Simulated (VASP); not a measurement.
Set up this calculation in VASP 6.6.1, as the native input.

```
Task                   : single point
Functional             : PBE
Potentials or basis    : VASP PAW PBE potentials, release 64 (B, P)
Cutoff                 : 520 eV
k mesh                 : 4 × 4 × 8
Occupations            : gaussian, width 0.1 eV
Spin                   : no spin polarisation
Dipole correction      : no
Further INCAR settings : ALGO = Normal; EDIFF = 1e-07; NBANDS = 14
```

The structure of BP2 lies in POSCAR:

```
BP2
1.0
    4.0758259793      0.0000000000      0.0000000000
    0.0000000000      4.0758259793      0.0000000000
    0.0000000000      0.0000000000      2.3437419207
B P
1 2
Direct
    0.5000000000      0.5000000000      0.0000000000
    0.0000000000      0.5000000000      0.0000000000
    0.5000000000      0.0000000000      0.0000000000
```

The input as run:

INCAR

```
SYSTEM = BP2
  ALGO = Normal
  EDIFF = 1E-7
  ENCUT = 520
  GGA = PE
  ISIF = 2
  ISMEAR = 0
  LASPH = .True.
  LCHARG = .True.
  LELF = .True.
  LREAL = .False.
  LVHAR = .True.
  LWAVE = .False.
  NBANDS = 14
  NELM = 80
  PREC = Accurate
  SIGMA = 0.1
```

KPOINTS

```
k-points
0
Gamma
  4 4 8
  0 0 0
```

Potentials or basis: VASP PAW PBE potentials, release 64 (B, P).

Launch:

```sh
$ cat potpaw_PBE.64/B/POTCAR potpaw_PBE.64/P/POTCAR > POTCAR
$ mpirun -np 1 vasp_std > vasp.out
```

It gave:

```
Pressure : -0.2 GPa
```

Caveat: the k points lie up to 0.39 Å⁻¹ apart.

It took 8.9 s on 1 thread of AMD EPYC 9R45 96-Core Processor (Zen 5), with other jobs on the host, peak memory 0.11 GiB.
